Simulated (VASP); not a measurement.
# TiO2 (P4_2/mnm) in VASP: notebook, part 2 of 2

VASP 6.6.1. The steps go on from the part before.

## (3) Single point, PBE+U

The input, INCAR:

```
ALGO = Normal
EDIFF = 1E-6
ENCUT = 520
GGA = PE
ISIF = 2
ISMEAR = -1
LASPH = True
LCHARG = True
LDAU = True
LDAUJ = 0 0
LDAUL = 2 -1
LDAUPRINT = 1
LDAUTYPE = 2
LDAUU = 3 0
LELF = True
LMAXMIX = 4
LREAL = False
LVHAR = True
LWAVE = False
NBANDS = 33
NELM = 150
PREC = Accurate
SIGMA = 0.05
```

The input, KPOINTS:

```
k-points
0
Gamma
  6 6 9
```

The input, POSCAR:

```
TiO2
1.0
    4.5998373239      0.0000000000      0.0000000000
    0.0000000000      4.5998373239      0.0000000000
    0.0000000000      0.0000000000      2.9592135600
Ti O
2 4
Direct
    0.0000000000      0.0000000000      0.5000000000
    0.5000000000      0.5000000000      0.0000000000
    0.3043213200      0.3043213200      0.5000000000
    0.1956786800      0.8043213200      0.0000000000
    0.8043213200      0.1956786800      0.0000000000
    0.6956786800      0.6956786800      0.5000000000
```

Potentials or basis: VASP PAW PBE potentials, release 64 (Ti_sv, O).

The run is started by

```console
$ cat potpaw_PBE.64/Ti_sv/POTCAR potpaw_PBE.64/O/POTCAR > POTCAR
$ mpirun -np 1 vasp_std > vasp.out
```

OUTCAR:

```text
EDIFF = 1E-6
   ENCUT = 520
   GGA = PE
   ISIF = 2
   ISMEAR = -1
   LASPH = True
   LREAL = False
   NELM = 150
   PREC = Accurate

 ion  position               nearest neighbor table
   1  0.000  0.000  0.500-   4 1.95   5 1.95   4 1.95   5 1.95   3 1.98   6 1.98
   2  0.500  0.500  0.000-   3 1.95   6 1.95   3 1.95   6 1.95   5 1.98   4 1.98
   3  0.304  0.304  0.500-   2 1.95   2 1.95   1 1.98
   4  0.196  0.804  0.000-   1 1.95   1 1.95   2 1.98
   5  0.804  0.196  0.000-   1 1.95   1 1.95   2 1.98
   6  0.696  0.696  0.500-   2 1.95   2 1.95   1 1.98

  LATTYP: Found a simple tetragonal cell.
 ALAT       =     4.5998373239
 C/A-ratio  =     0.6433300466

  Lattice vectors:

 A1 = (   4.5998373239,   0.0000000000,   0.0000000000)
 A2 = (   0.0000000000,   4.5998373239,   0.0000000000)
 A3 = (   0.0000000000,   0.0000000000,   2.9592135600)

Analysis of symmetry for initial positions (statically):
=====================================================================
 Subroutine PRICEL returns:
 Original cell was already a primitive cell.

 Routine SETGRP: Setting up the symmetry group for a
 simple tetragonal supercell.

 Subroutine GETGRP returns: Found 16 space group operations
 (whereof  8 operations were pure point group operations)
 out of a pool of 16 trial point group operations.

The static configuration has the point symmetry D_2h.
 The point group associated with its full space group is D_4h.

Analysis of symmetry for dynamics (positions and initial velocities):
=====================================================================
 Subroutine PRICEL returns:
 Original cell was already a primitive cell.

 Routine SETGRP: Setting up the symmetry group for a
 simple tetragonal supercell.

 Subroutine GETGRP returns: Found 16 space group operations
 (whereof  8 operations were pure point group operations)
 out of a pool of 16 trial point group operations.

The dynamic configuration has the point symmetry D_2h.
 The point group associated with its full space group is D_4h.

 Subroutine INISYM returns: Found 16 space group operations
 (whereof  8 operations are pure point group operations),
 and found     1 'primitive' translations

----------------------------------------------------------------------------------------

                                     Primitive cell

  volume of cell :      62.6125
[... 163 lines left out ...]
  o =  0.1036  v =  0.0000 -0.7071  0.0000 -0.7071  0.0000  0.0000  0.0000  0.0000  0.0000  0.0000      0.0000  0.0000  0.0000  0.0000  0.0000  0.0000  0.0000  0.0000  0.0000  0.0000
  o =  0.1036  v =  0.0000  0.0000  0.0000  0.0000  0.0000  0.0000 -0.7071  0.0000 -0.7071  0.0000      0.0000  0.0000  0.0000  0.0000  0.0000  0.0000  0.0000  0.0000  0.0000  0.0000
  o =  0.1054  v = -0.0000  0.0000 -0.0000  0.0000  1.0000  0.0000  0.0000  0.0000  0.0000  0.0000      0.0000  0.0000  0.0000  0.0000  0.0000  0.0000  0.0000  0.0000  0.0000  0.0000
  o =  0.1054  v =  0.0000  0.0000  0.0000  0.0000  0.0000 -0.0000  0.0000 -0.0000  0.0000  1.0000      0.0000  0.0000  0.0000  0.0000  0.0000  0.0000  0.0000  0.0000  0.0000  0.0000
  o =  0.2483  v = -0.8356 -0.0000  0.5494  0.0000 -0.0000  0.0000  0.0000  0.0000  0.0000  0.0000      0.0000  0.0000  0.0000  0.0000  0.0000  0.0000  0.0000  0.0000  0.0000  0.0000
  o =  0.2483  v =  0.0000  0.0000  0.0000  0.0000  0.0000 -0.8356 -0.0000  0.5494  0.0000 -0.0000      0.0000  0.0000  0.0000  0.0000  0.0000  0.0000  0.0000  0.0000  0.0000  0.0000
  o =  0.2741  v =  0.0000  0.0000  0.0000  0.0000  0.0000  0.0000  0.7071  0.0000 -0.7071 -0.0000      0.0000  0.0000  0.0000  0.0000  0.0000  0.0000  0.0000  0.0000  0.0000  0.0000
  o =  0.2741  v =  0.0000  0.7071  0.0000 -0.7071 -0.0000  0.0000  0.0000  0.0000  0.0000  0.0000      0.0000  0.0000  0.0000  0.0000  0.0000  0.0000  0.0000  0.0000  0.0000  0.0000

atom =   2  type =  1  l = 2

 onsite density matrix

spin component  1

  0.1992  0.0000  0.0747  0.0000  0.0000
  0.0000  0.1888  0.0000  0.0853  0.0000
  0.0747  0.0000  0.1346  0.0000 -0.0000
  0.0000  0.0853  0.0000  0.1888  0.0000
  0.0000  0.0000 -0.0000  0.0000  0.1054

spin component  2

  0.1992  0.0000  0.0747  0.0000  0.0000
  0.0000  0.1888  0.0000  0.0853  0.0000
  0.0747  0.0000  0.1346  0.0000 -0.0000
  0.0000  0.0853  0.0000  0.1888  0.0000
  0.0000  0.0000 -0.0000  0.0000  0.1054

 occupancies and eigenvectors

  o =  0.0855  v = -0.5494 -0.0000  0.8356  0.0000  0.0000  0.0000  0.0000  0.0000  0.0000  0.0000      0.0000  0.0000  0.0000  0.0000  0.0000  0.0000  0.0000  0.0000  0.0000  0.0000
  o =  0.0855  v =  0.0000  0.0000  0.0000  0.0000  0.0000 -0.5494 -0.0000  0.8356  0.0000  0.0000      0.0000  0.0000  0.0000  0.0000  0.0000  0.0000  0.0000  0.0000  0.0000  0.0000
  o =  0.1036  v =  0.0000  0.7071  0.0000 -0.7071  0.0000  0.0000  0.0000  0.0000  0.0000  0.0000      0.0000  0.0000  0.0000  0.0000  0.0000  0.0000  0.0000  0.0000  0.0000  0.0000
  o =  0.1036  v =  0.0000  0.0000  0.0000  0.0000  0.0000  0.0000  0.7071  0.0000 -0.7071  0.0000      0.0000  0.0000  0.0000  0.0000  0.0000  0.0000  0.0000  0.0000  0.0000  0.0000
  o =  0.1054  v = -0.0000  0.0000  0.0000  0.0000 -1.0000  0.0000  0.0000  0.0000  0.0000  0.0000      0.0000  0.0000  0.0000  0.0000  0.0000  0.0000  0.0000  0.0000  0.0000  0.0000
  o =  0.1054  v =  0.0000  0.0000  0.0000  0.0000  0.0000 -0.0000  0.0000  0.0000  0.0000 -1.0000      0.0000  0.0000  0.0000  0.0000  0.0000  0.0000  0.0000  0.0000  0.0000  0.0000
  o =  0.2483  v = -0.8356 -0.0000 -0.5494  0.0000  0.0000  0.0000  0.0000  0.0000  0.0000  0.0000      0.0000  0.0000  0.0000  0.0000  0.0000  0.0000  0.0000  0.0000  0.0000  0.0000
  o =  0.2483  v =  0.0000  0.0000  0.0000  0.0000  0.0000 -0.8356 -0.0000 -0.5494  0.0000  0.0000      0.0000  0.0000  0.0000  0.0000  0.0000  0.0000  0.0000  0.0000  0.0000  0.0000
  o =  0.2741  v =  0.0000  0.0000  0.0000  0.0000  0.0000  0.0000  0.7071  0.0000  0.7071  0.0000      0.0000  0.0000  0.0000  0.0000  0.0000  0.0000  0.0000  0.0000  0.0000  0.0000
  o =  0.2741  v =  0.0000  0.7071  0.0000  0.7071  0.0000  0.0000  0.0000  0.0000  0.0000  0.0000      0.0000  0.0000  0.0000  0.0000  0.0000  0.0000  0.0000  0.0000  0.0000  0.0000

 number of electron      48.0000021 magnetization

 Free energy of the ion-electron system (eV)
  ---------------------------------------------------
  ext. energy  EPLUGINS =         0.00000000
  ---------------------------------------------------
  free energy    TOTEN  =       -49.62570134 eV

  energy without entropy =      -49.62570134  energy(sigma->0) =      -49.62570134

 E-fermi :   6.0483     XC(G=0): -11.4069

 val. band max:        5.0581810819   @ k =   0.0000   0.0000   0.0000
 cond. band min:       7.2801306571   @ k =   0.0000   0.0000   0.0000
 fundamental gap:      2.2219495751
 Fermi energy:         6.0483339525

 k-point     1 :       0.0000    0.0000    0.0000
  band No.  band energies     occupation
      1     -52.6652      2.00000
      2     -52.6492      2.00000
      3     -28.9276      2.00000
      4     -28.9276      2.00000
      5     -28.7768      2.00000
      6     -28.7768      2.00000
[... 853 lines left out ...]
     32      10.2044      0.00000
     33      11.5380      0.00000

 [... further k-points ...]

------------------------ aborting loop because EDIFF is reached ----------------------------------------

  FORCE on cell =-STRESS in cart. coord.  units (eV):
  Direction    XX          YY          ZZ          XY          YZ          ZX
  --------------------------------------------------------------------------------------
  -------------------------------------------------------------------------------------
  Total        3.6636748      3.6636748      4.9539010      0.0000000      0.0000000      0.0000000
  in kB       93.7489142     93.7489142    126.7642082      0.0000000      0.0000000      0.0000000
  external PRESSURE =     104.7540122 kB  Pullay stress =       0.0000000 kB

 VOLUME and BASIS-vectors are now :
 -----------------------------------------------------------------------------
  energy-cutoff  :      520.00
  volume of cell :       62.61
      direct lattice vectors                 reciprocal lattice vectors
     4.599837324  0.000000000  0.000000000     0.217398993  0.000000000  0.000000000
     0.000000000  4.599837324  0.000000000     0.000000000  0.217398993  0.000000000
     0.000000000  0.000000000  2.959213560     0.000000000  0.000000000  0.337927622

 POSITION                                       TOTAL-FORCE (eV/Angst)
 -----------------------------------------------------------------------------------
      0.00000      0.00000      1.47961         0.000000     -0.000000     -0.000000
      2.29992      2.29992      0.00000         0.000000     -0.000000     -0.000000
      1.39983      1.39983      1.47961        -0.075285     -0.075285      0.000000
      0.90009      3.69975      0.00000         0.075285     -0.075285     -0.000000
      3.69975      0.90009      0.00000        -0.075285      0.075285     -0.000000
      3.20001      3.20001      1.47961         0.075285      0.075285     -0.000000
 -----------------------------------------------------------------------------------
    total drift:                                0.000000      0.000000      0.000000

  FREE ENERGIE OF THE ION-ELECTRON SYSTEM (eV)
  ---------------------------------------------------
  free  energy   TOTEN  =       -49.6257013396 eV

  energy  without entropy=      -49.6257013395  energy(sigma->0) =      -49.62570134
```

It took 85 s on 1 thread of Intel Xeon 6975P-C, shared host; peak memory 0.22 GiB.

Results:

* Free energy: -49.6257 eV
* Pressure: 10.5 GPa
* Largest force: 0.106 eV/Å
* Band gap on the k mesh: 2.22 eV, direct

Forces in eV/Å, atoms in the order of the input:
```
Ti   0.000  0.000  0.000
Ti   0.000  0.000  0.000
O   -0.075 -0.075  0.000
O    0.075 -0.075  0.000
O   -0.075  0.075  0.000
O    0.075  0.075  0.000
```

Eigenvalues of the final occupation matrices:
```csv
site,spin,trace,eigenvalues
site 1 d,1,0.82,0.09 0.10 0.11 0.25 0.27
site 1 d,2,0.82,0.09 0.10 0.11 0.25 0.27
site 2 d,1,0.82,0.09 0.10 0.11 0.25 0.27
site 2 d,2,0.82,0.09 0.10 0.11 0.25 0.27
```

## (4) Single point, PBE+U

The input, INCAR:

```
SYSTEM = TiO2
PREC = Accurate
ENCUT = 520
EDIFF = 1E-6
ISMEAR = -1
SIGMA = 0.05
LREAL = .False.
LASPH = .True.
NELM = 150
ALGO = Normal
ISIF = 2
LWAVE = .False.
LCHARG = .False.
LMAXMIX = 4
LDAU = .True.
LDAUTYPE = 2
LDAUL = 2 -1
LDAUU = 4 0
LDAUJ = 0 0
LDAUPRINT = 1
GGA = PE
NBANDS = 33
```

The input, KPOINTS:

```
regular mesh
0
Gamma
  6 6 9
  0 0 0
```

POSCAR is that of step 3.

The run is started by

```console
$ cat potpaw_PBE.64/Ti_sv/POTCAR potpaw_PBE.64/O/POTCAR > POTCAR
$ mpirun -np 1 vasp_std > vasp.out
```

Wall time 86 s (1 thread of Intel Xeon 6975P-C, shared host); peak memory 0.22 GiB.

Results (log left out):

| Quantity | Value |
| --- | --- |
| Free energy | -48.3374 eV |
| Pressure | 12.4 GPa |
| Largest force | 0.136 eV/Å |
| Band gap on the k mesh | 2.35 eV, indirect (least direct gap 2.36 eV) |

Forces in eV/Å, atoms in the order of the input:
```
Ti   0.000  0.000  0.000
Ti   0.000  0.000  0.000
O   -0.096 -0.096  0.000
O    0.096 -0.096  0.000
O   -0.096  0.096  0.000
O    0.096  0.096  0.000
```

Stress tensor (GPa, compression positive):
```
10.85  0.00  0.00
 0.00 10.85  0.00
 0.00  0.00 15.42
```

Levels at points of the mesh, in eV from the valence-band top:
| k point | band 20 | band 21 | band 22 | band 23 | band 24 | band 25 | band 26 | band 27 | band 28 | band 29 |
| --- | --- | --- | --- | --- | --- | --- | --- | --- | --- | --- |
| (0.00, 0.00, 0.00) | -2.12 | -0.81 | -0.53 | -0.53 | 0.00 | 2.36 | 2.56 | 2.93 | 3.00 | 3.00 |
| (0.50, 0.00, 0.00) | -3.14 | -1.70 | -1.70 | -0.78 | -0.78 | 2.98 | 2.98 | 3.53 | 3.53 | 4.01 |
| (0.50, 0.50, 0.00) | -2.09 | -1.43 | -1.43 | -1.19 | -1.19 | 2.35 | 2.35 | 3.02 | 3.02 | 4.26 |

Eigenvalues of the final occupation matrices:
| site | spin | trace | eigenvalues |
| --- | --- | --- | --- |
| site 1 d | 1 | 0.80 | 0.08 0.10 0.10 0.25 0.27 |
| site 1 d | 2 | 0.80 | 0.08 0.10 0.10 0.25 0.27 |
| site 2 d | 1 | 0.80 | 0.08 0.10 0.10 0.25 0.27 |
| site 2 d | 2 | 0.80 | 0.08 0.10 0.10 0.25 0.27 |

## (5) Overview

```tsv
U	gap on the mesh (eV)	pressure (GPa)	largest force (eV/Å)
Ti d U = 2.0 eV	2.09	8.6	0.08
Ti d U = 3.0 eV	2.22	10.5	0.11
Ti d U = 4.0 eV	2.35	12.4	0.14
```

Alike in all rows: task single point; level PBE+U; potentials or basis VASP PAW PBE potentials, release 64 (Ti_sv, O); no spin polarisation; cell as given; k mesh 6 × 6 × 9; cutoff (eV) 520; smearing fermi-dirac 0.05 eV.

On the cell as given the gap runs from 2.09 eV (PBE+U) to 2.35 eV (PBE+U).

Absolute energies hang on the potentials; compare differences alone.
